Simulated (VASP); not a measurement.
# GaN (I-4m2) in VASP: a series of runs, part 2 of 2

VASP 6.6.1.

### 3 Single point, PBE

Contents of INCAR:

```
PREC = Accurate
ENCUT = 520
EDIFF = 1E-7
ISMEAR = 0
SIGMA = 0.02
LREAL = F
LASPH = T
NELM = 80
ALGO = Normal
ISIF = 2
LWAVE = F
LCHARG = F
GGA = PE
NBANDS = 26
```

Contents of KPOINTS:

```
regular mesh
0
Gamma
  8 8 6
```

Contents of POSCAR:

```
GaN
1.0
    2.3424656488      2.3424656488      0.0000000000
   -2.3424656488      2.3424656488      0.0000000000
    0.0000000000      0.0000000000      4.4018080589
Ga N
2 2
Direct
    0.0000000000      0.0000000000      0.0000000000
    0.5000000000      0.5000000000      0.5000000000
    0.5000000000      0.0000000000      0.2500000000
    0.0000000000      0.5000000000      0.7500000000
```

Potentials or basis: VASP PAW PBE potentials, release 64 (Ga_d, N).

On the command line:

```sh
> cat potpaw_PBE.64/Ga_d/POTCAR potpaw_PBE.64/N/POTCAR > POTCAR
> mpirun -np 1 vasp_std > vasp.out
```

OUTCAR:

```text
PREC = Accurate
   ENCUT = 520
   EDIFF = 1E-7
   ISMEAR = 0
   LREAL = F
   LASPH = T
   NELM = 80
   ISIF = 2
   GGA = PE

 ion  position               nearest neighbor table
   1  0.000  0.000  0.000-   3 1.99   4 1.99   4 1.99   3 1.99
   2  0.500  0.500  0.500-   3 1.99   4 1.99   3 1.99   4 1.99
   3  0.500  0.000  0.250-   1 1.99   2 1.99   2 1.99   1 1.99
   4  0.000  0.500  0.750-   1 1.99   2 1.99   1 1.99   2 1.99

  LATTYP: Found a simple tetragonal cell.
 ALAT       =     3.3127466899
 C/A-ratio  =     1.3287487607

  Lattice vectors:

 A1 = (   2.3424656488,   2.3424656488,   0.0000000000)
 A2 = (  -2.3424656488,   2.3424656488,   0.0000000000)
 A3 = (   0.0000000000,   0.0000000000,   4.4018080589)

Analysis of symmetry for initial positions (statically):
=====================================================================
 Subroutine PRICEL returns following result:

  LATTYP: Found a body centered tetragonal cell.
 ALAT       =     3.3127466899
 C/A-ratio  =     1.3287487607

  Lattice vectors:

 A1 = (   0.0000000000,  -2.3424656488,  -2.2009040295)
 A2 = (   0.0000000000,   2.3424656488,  -2.2009040294)
 A3 = (   2.3424656488,   0.0000000000,   2.2009040295)

   2 primitive cells build up your supercell.

 Routine SETGRP: Setting up the symmetry group for a
 simple tetragonal supercell.

 Subroutine GETGRP returns: Found  8 space group operations
 (whereof  8 operations were pure point group operations)
 out of a pool of 16 trial point group operations.

The static configuration has the point symmetry D_2d.

Analysis of symmetry for dynamics (positions and initial velocities):
=====================================================================
 Subroutine PRICEL returns following result:

  LATTYP: Found a body centered tetragonal cell.
 ALAT       =     3.3127466899
 C/A-ratio  =     1.3287487607

  Lattice vectors:

 A1 = (   0.0000000000,  -2.3424656488,  -2.2009040295)
 A2 = (   0.0000000000,   2.3424656488,  -2.2009040294)
 A3 = (   2.3424656488,   0.0000000000,   2.2009040295)

   2 primitive cells build up your supercell.

 Routine SETGRP: Setting up the symmetry group for a
 simple tetragonal supercell.

 Subroutine GETGRP returns: Found  8 space group operations
 (whereof  8 operations were pure point group operations)
 out of a pool of 16 trial point group operations.

The dynamic configuration has the point symmetry D_2d.

 Subroutine INISYM returns: Found  8 space group operations
 (whereof  8 operations are pure point group operations),
 and found     2 'primitive' translations

----------------------------------------------------------------------------------------

                                     Primitive cell

  volume of cell :      24.1534

  direct lattice vectors                    reciprocal lattice vectors
     0.000000000 -2.342465649 -2.200904029     0.213450302 -0.213450302 -0.227179374
     0.000000000  2.342465649 -2.200904029     0.213450302  0.213450302 -0.227179374
     2.342465649  0.000000000  2.200904029     0.426900604  0.000000000  0.000000000
[... 32 lines left out ...]
     0.000000000  0.000000000  0.000000000

 Subroutine IBZKPT returns following result:
 ===========================================

 Found     60 irreducible k-points:

 Following reciprocal coordinates:
            Coordinates               Weight
  0.000000  0.000000  0.000000      1.000000
  0.125000  0.000000  0.000000      4.000000
  0.250000  0.000000  0.000000      4.000000
  0.375000  0.000000  0.000000      4.000000
  0.500000  0.000000  0.000000      2.000000
  0.125000  0.125000  0.000000      4.000000
[... 16 lines left out ...]
  0.375000  0.125000  0.166667     16.000000
  0.500000  0.125000  0.166667      8.000000
 [... further k-points ...]
   k-points           NKPTS =     60   k-points in BZ     NKDIM =     60   number of bands    NBANDS=     26
   number of dos      NEDOS =    301   number of ions     NIONS =      4
   total plane-waves  NPLWV =  28224
   dimension x,y,z NGX =    28 NGY =   28 NGZ =   36
   dimension x,y,z NGXF=    56 NGYF=   56 NGZF=   72
   ions per type =               2   2
   NGX,Y,Z   is equivalent  to a cutoff of  14.05, 14.05, 13.60 a.u.
   NGXF,Y,Z  is equivalent  to a cutoff of  28.10, 28.10, 27.19 a.u.
 SYSTEM =  unknown system
   PREC   = accura    normal or accurate (medium, high low for compatibility)
   ISTART =      0    job   : 0-new  1-cont  2-samecut
   ICHARG =      2    charge: 1-file 2-atom 10-const
   ISPIN  =      1    spin polarized calculation?
   LNONCOLLINEAR =      F non collinear calculations
   LSORBIT =      F    spin-orbit coupling
   LASPH  =      T    aspherical Exc in radial PAW
   ENCUT  =  520.0 eV  38.22 Ry    6.18 a.u.   6.16  6.16  8.18*2*pi/ulx,y,z
   NELM   =     80;   NELMIN=  2; NELMDL= -5     # of ELM steps
   EDIFF  = 0.1E-06   stopping-criterion for ELM
   LREAL  =      F    real-space projection
   EDIFFG = 0.1E-05   stopping-criterion for IOM
   NSW    =      0    number of steps for IOM
   IBRION =     -1    ionic relax: 0-MD 1-quasi-New 2-CG
   NFREE  =      0    steps in history (QN), initial steepest desc. (CG)
   ISIF   =      2    stress and relaxation
   ISYM   =      2    0-nonsym 1-usesym 2-fastsym
   POTIM  = 0.5000    time-step for ionic-motion
   TEBEG  =    0.0;   TEEND  =   0.0 temperature during run
   PSTRESS=    0.0 pullay stress
   NELECT =      36.0000    total number of electrons
   NUPDOWN=      -1.0000    fix difference up-down
   EMIN   =  10.00;   EMAX   =-10.00  energy-range for DOS
   EFERMI =   0.00;   METHOD = LEGACY
   ISMEAR =     0;   SIGMA  =   0.02  broadening in eV -4-tet -1-fermi 0-gaus
   EFERMI_NEDOS =   21; number of points for ismear=-14 and -15
   IALGO  =     38    algorithm
   IMIX   =      4    mixing-type and parameters
     AMIX     =   0.40;   BMIX     =  1.00
     AMIX_MAG =   1.60;   BMIX_MAG =  1.00
  volume/ion in A,a.u.               =      12.08        81.50
  Fermi-wavevector in a.u.,A,eV,Ry     =   1.484248  2.804822 29.973528  2.202992
  Thomas-Fermi vector in A             =   2.597809
   LORBIT       =      0    0 simple, 1 ext, 2 COOP (PROOUT), +10 PAW based schemes
   GGA     = PE    functional components
   LHFCALC =     F    Hartree Fock is set to
   AEXX    =    0.0000 exact exchange contribution
   IVDW    =     0    specifies the selected vdW correction
   LEPSILON=     F    determine dielectric tensor
   LRPA    =     F    only Hartree local field effects (RPA)
 non-spin polarized calculation
 Gauss-broadening in eV      SIGMA  =   0.02
  energy-cutoff  :      520.00
  volume of cell :       48.31
 maximum number of plane-waves:      1328
 NGX is ok and might be reduce to    28
   NGX = 13   NGY = 13   NGZ = 17

 number of electron      35.9999998 magnetization

 Free energy of the ion-electron system (eV)
  ---------------------------------------------------
  ext. energy  EPLUGINS =         0.00000000
  ---------------------------------------------------
  free energy    TOTEN  =       -24.24725350 eV

  energy without entropy =      -24.24725350  energy(sigma->0) =      -24.24725350

 E-fermi :   5.0514     XC(G=0): -11.3864

 val. band max:        4.8805130093   @ k =   0.0000   0.0000   0.0000
 cond. band min:       6.0783780374   @ k =   0.0000   0.0000   0.0000
 fundamental gap:      1.1978650281
 Fermi energy:         5.0514347846

 k-point     1 :       0.0000    0.0000    0.0000
  band No.  band energies     occupation
      1     -10.7687      2.00000
      2      -9.9190      2.00000
      3      -8.7212      2.00000
      4      -8.7212      2.00000
      5      -8.6636      2.00000
      6      -8.6504      2.00000
[... 685 lines left out ...]
     25      16.0031      0.00000
     26      16.0031      0.00000

 [... further k-points ...]

------------------------ aborting loop because EDIFF is reached ----------------------------------------

  FORCE on cell =-STRESS in cart. coord.  units (eV):
  Direction    XX          YY          ZZ          XY          YZ          ZX
  --------------------------------------------------------------------------------------
  -------------------------------------------------------------------------------------
  Total       -1.9939188     -1.9939188      0.0383437      0.0000000      0.0000000      0.0000000
  in kB      -66.1318220    -66.1318220      1.2717358      0.0000000      0.0000000      0.0000000
  external PRESSURE =     -43.6639694 kB  Pullay stress =       0.0000000 kB

 VOLUME and BASIS-vectors are now :
 -----------------------------------------------------------------------------
  energy-cutoff  :      520.00
  volume of cell :       48.31
      direct lattice vectors                 reciprocal lattice vectors
     2.342465649  2.342465649  0.000000000     0.213450302  0.213450302  0.000000000
    -2.342465649  2.342465649  0.000000000    -0.213450302  0.213450302  0.000000000
     0.000000000  0.000000000  4.401808059     0.000000000  0.000000000  0.227179374

 POSITION                                       TOTAL-FORCE (eV/Angst)
 -----------------------------------------------------------------------------------
      0.00000      0.00000      0.00000        -0.000000     -0.000000      0.000000
      0.00000      2.34247      2.20090         0.000000      0.000000     -0.000000
      1.17123      1.17123      1.10045        -0.000000     -0.000000      0.000000
     -1.17123      1.17123      3.30136        -0.000000     -0.000000      0.000000
 -----------------------------------------------------------------------------------
    total drift:                               -0.000000      0.000000      0.000000

  FREE ENERGIE OF THE ION-ELECTRON SYSTEM (eV)
  ---------------------------------------------------
  free  energy   TOTEN  =       -24.2472535006 eV

  energy  without entropy=      -24.2472535006  energy(sigma->0) =      -24.24725350
```

stdout:

```text
POSCAR found type information on POSCAR GaN
 POSCAR found :  2 types and       4 ions
 scaLAPACK will be used
 LDA part: xc-table for (Slater+PW92), standard interpolation
 POSCAR, INCAR and KPOINTS ok, starting setup
 FFT: planning ... GRIDC
 FFT: planning ... GRID_SOFT
 FFT: planning ... GRID
 WAVECAR not read
 entering main loop
```

Run time: 2.4 min. Hardware: 1 thread of Intel Xeon 8259CL, shared host; peak memory 0.21 GiB.

What came out:

```yaml
Free_energy: -24.2473 eV
Pressure: -4.4 GPa
Band_gap_on_the_k_mesh: 1.20 eV
```

Levels at points of the mesh, in eV from the valence-band top:
```
           k point  band 14  band 15  band 16  band 17  band 18  band 19  band 20  band 21  band 22  band 23
(0.00, 0.00, 0.00)    -2.97    -2.97    -0.25    -0.25     0.00     1.20     2.96     5.53     9.70     9.88
(0.50, 0.00, 0.00)    -5.22    -2.96    -2.96    -1.36    -1.36     5.69     5.69     6.90     6.90     9.53
(0.50, 0.50, 0.00)    -6.28    -2.53    -2.53    -2.51    -2.51     3.31     3.31     6.48     6.48    10.90
(0.00, 0.00, 0.50)    -3.39    -1.74    -1.74    -1.74    -1.74     4.34     4.34     6.49     6.49    11.21
(0.50, 0.00, 0.50)    -6.85    -1.28    -1.28    -0.86    -0.86     4.02     4.02     8.30     8.30     9.50
(0.50, 0.50, 0.50)    -5.79    -3.63    -3.63    -3.55    -3.55     6.26     6.26     7.75     7.75    10.52
```

Caveat: the cell stands under tension.

### 4 Single point, PBE (biaxial strain in the a-b plane: +3.0 %)

Contents of INCAR:

```
  ALGO = Normal
  EDIFF = 1E-6
  ENCUT = 520
  GGA = PE
  ISIF = 2
  ISMEAR = 0
  LASPH = T
  LCHARG = T
  LELF = T
  LREAL = F
  LVHAR = T
  LWAVE = F
  NBANDS = 26
  NELM = 100
  PREC = Accurate
  SIGMA = 0.02
```

Contents of KPOINTS:

```
k-points
0
Gamma
  8 8 6
```

POSCAR, as its differences from that of step 3:

```diff
@@ -4,3 +4,3 @@
    -2.3424656488      2.3424656488      0.0000000000
-    0.0000000000      0.0000000000      4.4018080589
+    0.0000000000      0.0000000000      4.4666044022
 Ga N
```

On the command line:

```sh
> cat potpaw_PBE.64/Ga_d/POTCAR potpaw_PBE.64/N/POTCAR > POTCAR
> mpirun -np 1 vasp_std > vasp.out
```

Wall time 2.3 min (1 thread of Intel Xeon 8259CL, shared host); peak memory 0.21 GiB.

It converged, with:

```yaml
Free_energy: -24.2416 eV
Pressure: -6.3 GPa
Band_gap_on_the_k_mesh: 1.15 eV
```

Stress tensor (GPa, compression positive):
```
-8.06  0.00  0.00
 0.00 -8.06  0.00
 0.00  0.00 -2.70
```

Levels at points of the mesh, in eV from the valence-band top:
| k point | band 14 | band 15 | band 16 | band 17 | band 18 | band 19 | band 20 | band 21 | band 22 | band 23 |
| --- | --- | --- | --- | --- | --- | --- | --- | --- | --- | --- |
| (0.00, 0.00, 0.00) | -2.82 | -2.82 | -0.20 | -0.20 | 0.00 | 1.15 | 3.04 | 5.64 | 9.67 | 9.81 |
| (0.50, 0.00, 0.00) | -5.16 | -2.94 | -2.94 | -1.25 | -1.25 | 5.66 | 5.66 | 6.96 | 6.96 | 9.35 |
| (0.50, 0.50, 0.00) | -6.14 | -2.48 | -2.48 | -2.47 | -2.47 | 3.30 | 3.30 | 6.35 | 6.35 | 10.92 |
| (0.00, 0.00, 0.50) | -3.39 | -1.63 | -1.63 | -1.63 | -1.63 | 4.28 | 4.28 | 6.53 | 6.53 | 11.18 |
| (0.50, 0.00, 0.50) | -6.73 | -1.18 | -1.18 | -0.85 | -0.85 | 4.00 | 4.00 | 8.25 | 8.25 | 9.56 |
| (0.50, 0.50, 0.50) | -5.67 | -3.54 | -3.54 | -3.45 | -3.45 | 6.18 | 6.18 | 7.63 | 7.63 | 10.24 |

Caveat: the cell differs from its parent crystal (biaxial strain in the a-b plane: +3.0 %); the cell stands under tension.

### 5 Single point, PBE (biaxial strain in the a-b plane: +4.5 %, then relaxed in part)

Contents of INCAR:

```
SYSTEM = GaN
ALGO = Normal ; EDIFF = 1E-7
ENCUT = 520 ; GGA = PE
ISIF = 2 ; ISMEAR = 0
LASPH = .True. ; LCHARG = .False.
LREAL = .False. ; LWAVE = .False.
NBANDS = 26 ; NELM = 100
PREC = Accurate ; SIGMA = 0.02
```

Contents of KPOINTS:

```
k-points
0
Gamma
  8 8 6
  0 0 0
```

Contents of POSCAR:

```
GaN
1.0
    2.3765792262      2.3765792262      0.0000000000
   -2.3765792262      2.3765792262      0.0000000000
    0.0000000000      0.0000000000      4.3245165621
Ga N
2 2
Direct
    0.0000000000      0.0000000000      0.0000000000
    0.5000000000      0.5000000000      0.5000000000
    0.5000000000      0.0000000000      0.2500000000
    0.0000000000      0.5000000000      0.7500000000
```

On the command line:

```sh
> cat potpaw_PBE.64/Ga_d/POTCAR potpaw_PBE.64/N/POTCAR > POTCAR
> mpirun -np 1 vasp_std > vasp.out
```

Wall time 2.4 min (1 thread of Intel Xeon 8259CL, shared host); peak memory 0.21 GiB.

The run converged. Its results:

```yaml
Free_energy: -24.1760 eV
Pressure: -6.3 GPa
Band_gap_on_the_k_mesh: 1.04 eV
```

Stress tensor (GPa, compression positive):
```
-9.51  0.00  0.00
 0.00 -9.51  0.00
 0.00  0.00  0.12
```

Levels at points of the mesh, in eV from the valence-band top:
```
           k point  band 15  band 16  band 17  band 18  band 19  band 20  band 21  band 22
(0.00, 0.00, 0.00)    -3.14    -0.36    -0.36     0.00     1.04     2.82     5.06     9.53
(0.50, 0.00, 0.00)    -2.84    -2.84    -1.53    -1.53     5.42     5.42     6.69     6.69
(0.50, 0.50, 0.00)    -2.47    -2.47    -2.43    -2.43     3.31     3.31     6.50     6.50
(0.00, 0.00, 0.50)    -1.87    -1.87    -1.87    -1.87     4.31     4.31     6.14     6.14
(0.50, 0.00, 0.50)    -1.43    -1.43    -0.82    -0.82     3.79     3.79     8.18     8.18
(0.50, 0.50, 0.50)    -3.66    -3.66    -3.57    -3.57     6.34     6.34     7.57     7.57
```

Caveat: the cell differs from its parent crystal (biaxial strain in the a-b plane: +4.5 %, then relaxed in part); the cell stands under tension.

### 6 Single point, PBE (biaxial strain in the a-b plane: +4.5 %)

Contents of INCAR:

```
SYSTEM = GaN
PREC     = Accurate       ! precision mode
ENCUT    = 520            ! plane-wave cutoff, eV
EDIFF    = 1E-6           ! SCF threshold, eV
ISMEAR   = 0              ! smearing method
SIGMA    = 0.02           ! smearing width, eV
LREAL    = .False.        ! projectors in reciprocal space
LASPH    = .True.         ! aspherical terms in the spheres
NELM     = 80             ! most SCF steps
ALGO     = Normal         ! electronic algorithm
ISIF     = 2              ! what is computed and relaxed
LWAVE    = .False.        ! write WAVECAR
LCHARG   = .True.         ! write CHGCAR
GGA      = PE             ! functional
LELF     = .True.         ! ELF
LVHAR    = .True.       
NBANDS   = 26             ! bands
```

Contents of KPOINTS:

```
regular mesh
0
Gamma
  8 8 6
  0 0 0
```

POSCAR, as its differences from that of step 5:

```diff
@@ -4,3 +4,3 @@
    -2.3765792262      2.3765792262      0.0000000000
-    0.0000000000      0.0000000000      4.3245165621
+    0.0000000000      0.0000000000      4.4256681093
 Ga N
```

Potentials or basis: VASP PAW PBE potentials, release 64 (Ga_d, N).

On the command line:

```sh
> cat potpaw_PBE.64/Ga_d/POTCAR potpaw_PBE.64/N/POTCAR > POTCAR
> mpirun -np 1 vasp_std > vasp.out
```

Run time: 1.8 min. Hardware: 1 thread of Intel Xeon 8259CL, shared host; peak memory 0.21 GiB.

The run converged. Its results:

* Free energy: -24.1625 eV
* Pressure: -9.4 GPa
* Band gap on the k mesh: 0.95 eV

Stress tensor (GPa, compression positive):
```
-11.94   0.00   0.00
  0.00 -11.94   0.00
  0.00   0.00  -4.24
```

Levels at points of the mesh, in eV from the valence-band top:
| k point | band 16 | band 17 | band 18 | band 19 | band 20 | band 21 |
| --- | --- | --- | --- | --- | --- | --- |
| (0.00, 0.00, 0.00) | -0.28 | -0.28 | 0.00 | 0.95 | 2.92 | 5.23 |
| (0.50, 0.00, 0.00) | -2.83 | -1.36 | -1.36 | 5.38 | 5.38 | 6.75 |
| (0.50, 0.50, 0.00) | -2.41 | -2.40 | -2.40 | 3.28 | 3.28 | 6.28 |
| (0.00, 0.00, 0.50) | -1.72 | -1.72 | -1.72 | 4.20 | 4.20 | 6.21 |
| (0.50, 0.00, 0.50) | -1.28 | -0.82 | -0.82 | 3.75 | 3.75 | 8.10 |
| (0.50, 0.50, 0.50) | -3.51 | -3.41 | -3.41 | 6.20 | 6.20 | 7.40 |

Caveat: the cell differs from its parent crystal (biaxial strain in the a-b plane: +4.5 %); the cell stands under tension.

### 7 Summary

| cell | gap on the mesh (eV) | pressure (GPa) |
| --- | --- | --- |
| a = 3.313, b = 3.313, c = 4.402 Å, 4 atoms | 1.20 | -4.4 |
| a = 3.313, b = 3.313, c = 4.467 Å, 4 atoms | 1.15 | -6.3 |
| a = 3.361, b = 3.361, c = 4.325 Å, 4 atoms | 1.04 | -6.3 |
| a = 3.361, b = 3.361, c = 4.426 Å, 4 atoms | 0.95 | -9.4 |

Alike in all rows: task single point; level PBE; potentials or basis VASP PAW PBE potentials, release 64 (Ga_d, N); no spin polarisation; k mesh 8 × 8 × 6; cutoff (eV) 520; smearing gaussian 0.02 eV.

Caveats: the cell stands under tension.

Absolute energies hang on the potentials; compare differences alone.
